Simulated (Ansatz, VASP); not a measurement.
Two plane-wave programs on Sr2AlO

```xyz
4
Lattice="1.8857 1.0887 8.2229 -1.8857 1.0887 8.2229 0.0000 -2.1774 8.2229" Properties=species:S:1:pos:R:3 pbc="T T T"
Sr    0.0000    0.0000    6.7447
Sr    0.0000    0.0000   17.9240
Al    0.0000    0.0000   12.3344
O     0.0000    0.0000    0.0000
```

Alike in both runs: functional PBE; k mesh 6 × 6 × 6; occupations gaussian, width 0.2 eV; no spin polarisation.

Ansatz relaxed the structure, and its values are those at the end. VASP's run is a single point on that final structure, the one shown.

|  | VASP | Ansatz |
| --- | --- | --- |
| version | VASP 6.6.1 | Ansatz 0.2.0 |
| potentials or method | VASP PAW PBE potentials, release 64 (Sr_sv, Al, O), cutoff 600 eV | scalar-relativistic, plane waves, PAW |
| valence electrons in the cell | 29 | 29 |

Ansatz gave:

| Quantity | Value |
| --- | --- |
| gap on the k mesh at the Fermi level (eV) | none |
| pressure (GPa) | -0.2 |
| rms of the force components (eV/Å) | 0.024 |

Q: What did VASP give for the same quantities?

A: gap on the k mesh at the Fermi level (eV): none; pressure (GPa): -0.1; rms of the force components (eV/Å): 0.036.

A gap of «none» marks a metal or a gap that the smearing closes. With one functional, cell and mesh, what is left measures potentials, basis and numerics.
